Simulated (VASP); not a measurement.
# Sb (Pm-3m) in VASP: a series of runs

The runs below take Sb through single point, with PBEsol.

Everything below comes from runs of VASP 6.6.1. Logs are shortened: lines on timing, memory, paths and dates and some standing lists are left out, and cuts for length are marked.

## 1. The cell of the first run

The structure is cubic, space group Pm-3m (No. 221). Conventional cell: a = 3.095 Å, b = 3.095 Å, c = 3.095 Å, α = 90.00°, β = 90.00°, γ = 90.00°. Sb (site symmetry m-3m) has 6 Sb at 3.10 Å within 4.1 Å.

## 2. Single point, PBEsol

Contents of INCAR:

```
  PREC = Accurate
  ENCUT = 520
  EDIFF = 1E-6
  ISMEAR = -1
  SIGMA = 0.05
  LREAL = F
  LASPH = T
  NELM = 60
  ALGO = Normal
  ISIF = 2
  LWAVE = F
  LCHARG = F
  GGA = PS
  NBANDS = 8
```

Contents of KPOINTS:

```
Automatic mesh
0
Gamma
  9 9 9
```

Contents of POSCAR:

```
Sb
1.0
    3.0954921035      0.0000000000      0.0000000000
    0.0000000000      3.0954921035      0.0000000000
    0.0000000000      0.0000000000      3.0954921035
Sb
1
Direct
    0.0000000000      0.0000000000      0.0000000000
```

Potentials or basis: VASP PAW PBE potentials, release 64 (Sb).

Run with:

```bash
> cat potpaw_PBE.64/Sb/POTCAR > POTCAR
> mpirun -np 1 vasp_std > vasp.out
```

OUTCAR:

```text
PREC = Accurate
   ENCUT = 520
   EDIFF = 1E-6
   ISMEAR = -1
   LREAL = F
   LASPH = T
   NELM = 60
   ISIF = 2
   GGA = PS

 ion  position               nearest neighbor table
   1  0.000  0.000  0.000-

  LATTYP: Found a simple cubic cell.
 ALAT       =     3.0954921035

  Lattice vectors:

 A1 = (   3.0954921035,   0.0000000000,   0.0000000000)
 A2 = (   0.0000000000,   3.0954921035,   0.0000000000)
 A3 = (   0.0000000000,   0.0000000000,   3.0954921035)

Analysis of symmetry for initial positions (statically):
=====================================================================
 Subroutine PRICEL returns:
 Original cell was already a primitive cell.

 Routine SETGRP: Setting up the symmetry group for a
 simple cubic supercell.

 Subroutine GETGRP returns: Found 48 space group operations
 (whereof 48 operations were pure point group operations)
 out of a pool of 48 trial point group operations.

The static configuration has the point symmetry O_h .

Analysis of symmetry for dynamics (positions and initial velocities):
=====================================================================
 Subroutine PRICEL returns:
 Original cell was already a primitive cell.

 Routine SETGRP: Setting up the symmetry group for a
 simple cubic supercell.

 Subroutine GETGRP returns: Found 48 space group operations
 (whereof 48 operations were pure point group operations)
 out of a pool of 48 trial point group operations.

The dynamic configuration has the point symmetry O_h .

 Subroutine INISYM returns: Found 48 space group operations
 (whereof 48 operations are pure point group operations),
 and found     1 'primitive' translations

----------------------------------------------------------------------------------------

                                     Primitive cell

  volume of cell :      29.6612

  direct lattice vectors                    reciprocal lattice vectors
     3.095492103  0.000000000  0.000000000     0.323050412  0.000000000  0.000000000
     0.000000000  3.095492103  0.000000000     0.000000000  0.323050412  0.000000000
     0.000000000  0.000000000  3.095492103     0.000000000  0.000000000  0.323050412

  length of vectors
     3.095492103  3.095492103  3.095492103     0.323050412  0.323050412  0.323050412

  position of ions in fractional coordinates (direct lattice)
     0.000000000  0.000000000  0.000000000

  ion indices of the primitive-cell ions
   primitive index   ion index
                 1           1

----------------------------------------------------------------------------------------

 KPOINTS: Automatic mesh

Automatic generation of k-mesh.
 Grid dimensions read from file:
 generate k-points for:    9    9    9

 Generating k-lattice:

  Cartesian coordinates                     Fractional coordinates (reciprocal lattice)
     0.035894490  0.000000000  0.000000000     0.111111111  0.000000000  0.000000000
     0.000000000  0.035894490  0.000000000     0.000000000  0.111111111  0.000000000
     0.000000000  0.000000000  0.035894490     0.000000000  0.000000000  0.111111111

  Length of vectors
     0.035894490  0.035894490  0.035894490

  Shift w.r.t. Gamma in fractional coordinates (k-lattice)
     0.000000000  0.000000000  0.000000000

 Subroutine IBZKPT returns following result:
 ===========================================

 Found     35 irreducible k-points:

 Following reciprocal coordinates:
            Coordinates               Weight
  0.000000  0.000000  0.000000      1.000000
  0.111111  0.000000  0.000000      6.000000
  0.222222  0.000000  0.000000      6.000000
  0.333333  0.000000  0.000000      6.000000
  0.444444  0.000000  0.000000      6.000000
  0.111111  0.111111  0.000000     12.000000
[... 16 lines left out ...]
  0.333333  0.333333  0.111111     24.000000
  0.444444  0.333333  0.111111     48.000000
 [... further k-points ...]
   k-points           NKPTS =     35   k-points in BZ     NKDIM =     35   number of bands    NBANDS=      8
   number of dos      NEDOS =    301   number of ions     NIONS =      1
   total plane-waves  NPLWV =  13824
   dimension x,y,z NGX =    24 NGY =   24 NGZ =   24
   dimension x,y,z NGXF=    48 NGYF=   48 NGZF=   48
   ions per type =               1
   NGX,Y,Z   is equivalent  to a cutoff of  12.89, 12.89, 12.89 a.u.
   NGXF,Y,Z  is equivalent  to a cutoff of  25.78, 25.78, 25.78 a.u.
 SYSTEM =  unknown system
   PREC   = accura    normal or accurate (medium, high low for compatibility)
   ISTART =      0    job   : 0-new  1-cont  2-samecut
   ICHARG =      2    charge: 1-file 2-atom 10-const
   ISPIN  =      1    spin polarized calculation?
   LNONCOLLINEAR =      F non collinear calculations
   LSORBIT =      F    spin-orbit coupling
   LASPH  =      T    aspherical Exc in radial PAW
   ENCUT  =  520.0 eV  38.22 Ry    6.18 a.u.   5.76  5.76  5.76*2*pi/ulx,y,z
   NELM   =     60;   NELMIN=  2; NELMDL= -5     # of ELM steps
   EDIFF  = 0.1E-05   stopping-criterion for ELM
   LREAL  =      F    real-space projection
   EDIFFG = 0.1E-04   stopping-criterion for IOM
   NSW    =      0    number of steps for IOM
   IBRION =     -1    ionic relax: 0-MD 1-quasi-New 2-CG
   NFREE  =      0    steps in history (QN), initial steepest desc. (CG)
   ISIF   =      2    stress and relaxation
   ISYM   =      2    0-nonsym 1-usesym 2-fastsym
   POTIM  = 0.5000    time-step for ionic-motion
   TEBEG  =    0.0;   TEEND  =   0.0 temperature during run
   PSTRESS=    0.0 pullay stress
   NELECT =       5.0000    total number of electrons
   NUPDOWN=      -1.0000    fix difference up-down
   EMIN   =  10.00;   EMAX   =-10.00  energy-range for DOS
   EFERMI =   0.00;   METHOD = LEGACY
   ISMEAR =    -1;   SIGMA  =   0.05  broadening in eV -4-tet -1-fermi 0-gaus
   EFERMI_NEDOS =   21; number of points for ismear=-14 and -15
   IALGO  =     38    algorithm
   IMIX   =      4    mixing-type and parameters
     AMIX     =   0.40;   BMIX     =  1.00
     AMIX_MAG =   1.60;   BMIX_MAG =  1.00
  volume/ion in A,a.u.               =      29.66       200.16
  Fermi-wavevector in a.u.,A,eV,Ry     =   0.904347  1.708968 11.127438  0.817844
  Thomas-Fermi vector in A             =   2.027783
   LORBIT       =      0    0 simple, 1 ext, 2 COOP (PROOUT), +10 PAW based schemes
   GGA     = PS    functional components
   LHFCALC =     F    Hartree Fock is set to
   AEXX    =    0.0000 exact exchange contribution
   IVDW    =     0    specifies the selected vdW correction
   LEPSILON=     F    determine dielectric tensor
   LRPA    =     F    only Hartree local field effects (RPA)
 non-spin polarized calculation
  energy-cutoff  :      520.00
  volume of cell :       29.66
 maximum number of plane-waves:       812
 NGX is ok and might be reduce to    24
   NGX = 11   NGY = 11   NGZ = 11

 number of electron       4.9999999 magnetization

 Free energy of the ion-electron system (eV)
  ---------------------------------------------------
  ext. energy  EPLUGINS =         0.00000000
  ---------------------------------------------------
  free energy    TOTEN  =        -4.53068832 eV

  energy without entropy =       -4.52474264  energy(sigma->0) =       -4.52771548

 E-fermi :   7.1647     XC(G=0):  -9.7815

 val. band max:        7.1339864356   @ k =   0.3333   0.2222   0.0000
 cond. band min:       7.1909969050   @ k =   0.4444   0.3333   0.3333
 fundamental gap:      0.0570104694
 Fermi energy:         7.1647087721

 k-point     1 :       0.0000    0.0000    0.0000
  band No.  band energies     occupation
      1      -5.3928      2.00000
      2      10.3273      0.00000
      3      10.3273      0.00000
      4      10.3273      0.00000
      5      14.0080      0.00000
      6      14.0080      0.00000
      7      15.2241      0.00000
      8      24.8103      0.00000

 k-point     2 :       0.1111    0.0000    0.0000
  band No.  band energies     occupation
      1      -5.2130      2.00000
      2       8.4409      0.00000
      3      10.5041      0.00000
      4      10.5041      0.00000
      5      14.1509      0.00000
      6      14.8177      0.00000
      7      16.6915      0.00000
      8      23.4450      0.00000

 k-point     3 :       0.2222    0.0000    0.0000
  band No.  band energies     occupation
      1      -4.6876      2.00000
      2       5.6943      2.00000
      3      11.0004      0.00000
      4      11.0004      0.00000
      5      14.5735      0.00000
      6      15.3795      0.00000
      7      19.9298      0.00000
      8      21.5124      0.00000

 k-point     4 :       0.3333    0.0000    0.0000
  band No.  band energies     occupation
      1      -3.8859      2.00000
      2       3.2864      2.00000
      3      11.6895      0.00000
      4      11.6895      0.00000
      5      15.2422      0.00000
      6      16.1769      0.00000
      7      19.7917      0.00000
      8      19.7917      0.00000

 k-point     5 :       0.4444    0.0000    0.0000
  band No.  band energies     occupation
      1      -3.0946      2.00000
      2       1.6680      2.00000
      3      12.2641      0.00000
      4      12.2641      0.00000
      5      15.9736      0.00000
      6      17.2338      0.00000
      7      18.6857      0.00000
      8      18.6857      0.00000
[... 177 lines left out ...]
 k-point    22 :       0.4444    0.2222    0.1111
  band No.  band energies     occupation
      1      -2.1941      2.00000
      2       2.5010      2.00000
      3       7.9644      0.00000
      4      11.2462      0.00000
      5      13.1203      0.00000
      6      16.2504      0.00000
      7      19.2051      0.00000
      8      20.9941      0.00000

 k-point    23 :       0.3333    0.3333    0.1111
  band No.  band energies     occupation
      1      -2.1797      2.00000
      2       4.6515      2.00000
      3       5.0808      2.00000
      4      11.2687      0.00000
      5      12.4277      0.00000
      6      17.8211      0.00000
      7      18.4178      0.00000
      8      19.7718      0.00000

 k-point    24 :       0.4444    0.3333    0.1111
  band No.  band energies     occupation
      1      -1.3614      2.00000
      2       3.2027      2.00000
      3       5.5313      2.00000
      4      11.0141      0.00000
      5      11.9916      0.00000
      6      16.9602      0.00000
      7      18.8030      0.00000
      8      20.4722      0.00000

 [... further k-points ...]
[... 5 lines left out ...]
  --------------------------------------------------------------------------------------
  -------------------------------------------------------------------------------------
  Total       -0.3944675     -0.3944675     -0.3944675      0.0000000      0.0000000     -0.0000000
  in kB      -21.3075086    -21.3075086    -21.3075086      0.0000000      0.0000000     -0.0000000
  external PRESSURE =     -21.3075086 kB  Pullay stress =       0.0000000 kB

 VOLUME and BASIS-vectors are now :
 -----------------------------------------------------------------------------
  energy-cutoff  :      520.00
  volume of cell :       29.66
      direct lattice vectors                 reciprocal lattice vectors
     3.095492103  0.000000000  0.000000000     0.323050412  0.000000000  0.000000000
     0.000000000  3.095492103  0.000000000     0.000000000  0.323050412  0.000000000
     0.000000000  0.000000000  3.095492103     0.000000000  0.000000000  0.323050412

 POSITION                                       TOTAL-FORCE (eV/Angst)
 -----------------------------------------------------------------------------------
      0.00000      0.00000      0.00000         0.000000      0.000000      0.000000
 -----------------------------------------------------------------------------------
    total drift:                                0.000000      0.000000      0.000000

  FREE ENERGIE OF THE ION-ELECTRON SYSTEM (eV)
  ---------------------------------------------------
  free  energy   TOTEN  =        -4.5306883239 eV

  energy  without entropy=       -4.5247426384  energy(sigma->0) =       -4.52771548
```

It took 5.5 s on 1 thread of Intel Xeon 8259CL, shared host; peak memory 0.13 GiB.

What came out:

```
Free energy : -4.5307 eV
Pressure    : -2.1 GPa
```

Levels at points of the mesh, in eV from the Fermi level:
```
           k point  band 1  band 2  band 3  band 4  band 5  band 6
(0.00, 0.00, 0.00)  -12.56    3.16    3.16    3.16    6.84    6.84
```

Caveat: the PAW data sets were made with another functional, which shifts forces and pressure a little; spin-orbit coupling is left out, which moves the levels of the heavy elements.

## 3. Single point, PBEsol

This run uses another cell than the first one, of 30.29 Å³/atom, 1.021 times its volume.

Contents of INCAR:

```
PREC = Accurate ; ENCUT = 520
EDIFF = 1E-6 ; ISMEAR = -1
SIGMA = 0.05 ; LREAL = False
LASPH = True ; NELM = 80
ALGO = Normal ; ISIF = 2
LWAVE = False ; LCHARG = True
GGA = PS ; LELF = True
LVHAR = True ; NBANDS = 8
```

Contents of KPOINTS:

```
regular mesh
0
Gamma
  9 9 9
```

Contents of POSCAR:

```
Sb
1.0
    3.1172920620      0.0000000000      0.0000000000
    0.0000000000      3.1172920620      0.0000000000
    0.0000000000      0.0000000000      3.1172920620
Sb
1
Direct
    0.0000000000      0.0000000000      0.0000000000
```

Potentials or basis: VASP PAW PBE potentials, release 64 (Sb).

Run with:

```bash
> cat potpaw_PBE.64/Sb/POTCAR > POTCAR
> mpirun -np 1 vasp_std > vasp.out
```

Wall time 5.7 s (1 thread of Intel Xeon 8259CL, shared host); peak memory 0.13 GiB.

It converged, with:

| Property | Result |
| --- | --- |
| Free energy | -4.5203 eV |
| Pressure | -3.1 GPa |

Levels at points of the mesh, in eV from the Fermi level:
```
           k point  band 1  band 2  band 3  band 4  band 5  band 6
(0.00, 0.00, 0.00)  -12.38    3.13    3.13    3.13    6.84    6.84
```

Caveat: the PAW data sets were made with another functional, which shifts forces and pressure a little; spin-orbit coupling is left out, which moves the levels of the heavy elements.

(Part 1 of 2 ends here.)
